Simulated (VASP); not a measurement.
Here is a VASP 6.6.1 calculation.

Contents of INCAR:

```
ALGO = Normal
EDIFF = 1E-6
ENCUT = 500
GGA = PE
GGA_COMPAT = False
ISIF = 2
ISMEAR = 0
IVDW = 13
LASPH = True
LCHARG = False
LREAL = False
LWAVE = False
NBANDS = 20
NELM = 120
PREC = Accurate
SIGMA = 0.01
```

Contents of KPOINTS:

```
k-points
0
Gamma
  6 6 4
```

POSCAR

```
SnS2
1.0
    3.5031941024      0.0000000000      0.0000000000
   -1.7515970512      3.0338550871      0.0000000000
    0.0000000000      0.0000000000      4.9279192770
Sn S
1 2
Direct
    0.0000000000      0.0000000000      0.0000000000
    0.3333333333      0.6666666667      0.2957520355
    0.6666666667      0.3333333333      0.7042479645
```

Potentials or basis: VASP PAW PBE potentials, release 64 (Sn_d, S).

Run with:

```sh
$ cat potpaw_PBE.64/Sn_d/POTCAR potpaw_PBE.64/S/POTCAR > POTCAR
$ mpirun -np 1 vasp_std > vasp.out
```

(1) Estimate the pressure.

(2) Estimate the band gap on the k mesh.

(3) Estimate the largest force.

(4) Estimate the dispersion energy per atom.

## Answers

(1) 19.8 GPa.

(2) 0.03 eV, indirect (least direct gap 1.77 eV).

(3) 0.015 eV/Å.

(4) -0.461 eV.

Caveat: spin-orbit coupling is left out, which moves the levels of the heavy elements.
